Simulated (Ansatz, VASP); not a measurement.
# Li2HgI4 in VASP and in Ansatz

```xyz
7
Lattice="-3.2837 3.2837 6.3320 3.2837 -3.2837 6.3320 3.2837 3.2837 -6.3320" Properties=species:S:1:pos:R:3 pbc="T T T"
Li    3.2837    0.0000    3.1660
Li    0.0000    3.2837    3.1660
Hg    0.0000    0.0000    0.0000
I     1.6146   -1.6146    7.9488
I     1.6691    1.6691   -1.6167
I     1.6146    1.6146    4.7153
I    -1.6146    1.6146    7.9488
```

Alike in both runs: task single point; functional PBE; k mesh 6 × 6 × 6; occupations gaussian, width 0.02 eV; no spin polarisation.

```csv
,VASP,Ansatz
version,VASP 6.6.1,Ansatz 0.2.0
potentials or method,"VASP PAW PBE potentials, release 64 (Li_sv, Hg, I), cutoff 520 eV","scalar-relativistic, plane waves, PAW"
valence electrons in the cell,46,94
```

Ansatz gave:

```
gap on the k mesh at the Fermi level (eV) : 2.19
least direct gap on the mesh (eV)         : 2.19
rms of the force components (eV/Å)        : 0.004
```

Question: What did VASP give for the same quantities?

Answer: gap on the k mesh at the Fermi level (eV): 2.19; least direct gap on the mesh (eV): 2.19; rms of the force components (eV/Å): 0.010.

Atom by atom the forces differ by 0.006 eV/Å (rms over components). VASP's potentials hold 46 valence electrons a cell and Ansatz's 94, so a difference there can come from the potentials and not from the codes.

Spin-orbit coupling is off throughout. Noted on VASP's run: the cutoff is short for stress, so the pressure is rough.
